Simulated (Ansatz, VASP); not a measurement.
Ir in VASP and in Ansatz

```
CELL_PARAMETERS angstrom
-1.54334 1.54334 1.54334
1.54334 -1.54334 1.54334
1.54334 1.54334 -1.54334
ATOMIC_POSITIONS crystal
Ir 0.00000 0.00000 0.00000
```

Alike in both runs: functional r2SCAN; k mesh 10 × 10 × 10; occupations gaussian, width 0.1 eV; no spin polarisation.

Ansatz relaxed the structure, and its values are those at the end. VASP's run is a single point on that final structure, the one shown.

|  | VASP | Ansatz |
| --- | --- | --- |
| version | VASP 6.6.1 | Ansatz 0.2.0 |
| potentials or method | VASP PAW PBE potentials, release 64 (Ir), cutoff 550 eV | scalar-relativistic, plane waves, PAW |
| valence electrons in the cell | 9 | 17 |

Ansatz gave:

```
gap on the k mesh at the Fermi level (eV) : none
pressure (GPa)                            : 0.2
```

**Question.** Estimate VASP's values.

**Answer.** gap on the k mesh at the Fermi level (eV): none; pressure (GPa): 2.6.

VASP's potentials were made for PBE, not for r2SCAN. A gap of «none» marks a metal or a gap that the smearing closes. The functional is the same, so the differences come from potentials, cutoffs and numerics. VASP's potentials hold 9 valence electrons a cell and Ansatz's 17, so a difference there can come from the potentials and not from the codes.

Spin-orbit coupling is off throughout.
